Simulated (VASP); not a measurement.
Runs of VASP 6.6.1 on Cr. The structure is that of space group Fm-3m (No. 225), or close to it. The cells are those of the table. 

```tsv
task	cell	cutoff (eV)	gap on the mesh (eV)	pressure (GPa)
single point	a = 2.535 Å, angles 60.0°, 1 atom	520	none	6.9
single point	a = 2.561 Å, angles 60.0°, 1 atom	520	none	-0.4
relaxation of cell and atoms	relaxed from a = 2.546 Å, angles 60.0°, 1 atom	600	none	0.0
single point	a = 2.611 Å, angles 60.0°, 1 atom	520	none	-12.6
single point	a = 2.644 Å, angles 60.0°, 1 atom	520	none	-18.8
single point	a = 2.482 Å, angles 60.0°, 1 atom	520	none	(b)
single point	a = 2.509 Å, angles 60.0°, 1 atom	520	none	(c)
single point	a = 2.586 Å, angles 60.0°, 1 atom	520	none	-7.0
single point	a = 2.454 Å, angles 60.0°, 1 atom	520	none	(a)
```

Alike in all rows: level PBE; potentials or basis VASP PAW PBE potentials, release 64 (Cr_pv); no spin polarisation; k mesh 20 × 20 × 20; smearing gaussian 0.1 eV.

Estimate the missing entries.

(a) 39.1; (b) 27.0; (c) 16.3.

Caveats: the run has no spin polarisation, though such a crystal can be magnetic.

A gap of «none» marks levels without a gap at the run's occupations.
